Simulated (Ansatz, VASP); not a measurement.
## Two plane-wave programs on Ga

The input POSCAR:

```
Ga
1.0
    2.7164800000      0.0000000000      0.0000000000
    0.0000000000      2.7164800000      0.0000000000
    0.0000000000      0.0000000000      2.7164800000
Ga
1
Direct
    0.0000000000      0.0000000000      0.0000000000
```

Contents of INCAR.step1:

```
SYSTEM = Ga
PREC = Accurate ; ENCUT = 600
EDIFF = 1E-5 ; ISMEAR = -1
SIGMA = 0.05 ; LREAL = .False.
LASPH = .True. ; NELM = 80
ALGO = Normal ; LWAVE = .True.
LCHARG = .False. ; GGA = PE
NBANDS = 12
```

The input INCAR.step2:

```
SYSTEM = Ga
PREC = Accurate ; ENCUT = 600
EDIFF = 1E-6 ; ISMEAR = -1
SIGMA = 0.05 ; LREAL = .False.
LASPH = .True. ; NELM = 80
ALGO = Normal ; ISIF = 3
LWAVE = .False. ; LCHARG = .False.
GGA = B3 ; LHFCALC = .True.
AEXX = 0.2 ; AGGAX = 0.72
AGGAC = 0.81 ; ALDAC = 0.19
PRECFOCK = Normal ; IBRION = 2
NSW = 60 ; EDIFFG = -0.01
ISTART = 1
```

Contents of KPOINTS:

```
Automatic mesh
0
Gamma
  5 5 5
  0 0 0
```

The input input:

```
crystal:
  lattice:
    - [2.71648, 0.0, 0.0]
    - [0.0, 2.71648, 0.0]
    - [0.0, 0.0, 2.71648]
  atoms:
    - { symbol: Ga, position: [0.0, 0.0, 0.0] }
hamiltonian:
  xc: b3lyp
  pseudopotentials: { kind: paw }
kpoints:
  mp_grid: { grid: [5, 5, 5] }
scf:
  occupations: { method: fermi_dirac, width: 0.05 }
output:
  forces: true
  stress: true
  eigenvalues: true
relax:
  f_tol: 0.01
  max_steps: 40
  cell: { stress_tol: 0.05 }
```

Alike in both runs: task relaxation of cell and atoms; functional B3LYP; k mesh 5 × 5 × 5; occupations fermi-dirac, width 0.05 eV; no spin polarisation.

|  | VASP | Ansatz |
| --- | --- | --- |
| version | VASP 6.6.1 | Ansatz 0.2.0 |
| potentials or method | VASP PAW PBE potentials, release 64 (Ga_d) | Ansatz PAW |
| plane-wave cutoff (eV) | 600 | 420 |
| valence electrons in the cell | 13 | 13 |

|  | VASP | Ansatz | Ansatz less VASP |
| --- | --- | --- | --- |
| gap on the k mesh at the Fermi level, each at its own relaxed structure (eV) | none | none | - |
| relaxed volume (Å³/atom) | 21.00 | 21.16 | +0.161 |
| relaxed length of the cell vector where the two differ most in proportion (Å) | 2.759 | 2.766 | +0.0070 |

VASP's potentials were made for PBE, not for B3LYP. A gap of «none» marks a metal or a gap that the smearing closes.

The k mesh is coarse, so the values compare programs but aren't converged. Noted on Ansatz's run: the plane-wave basis is chosen anew once the cell has moved, so the energies of steps on either side of that aren't comparable.
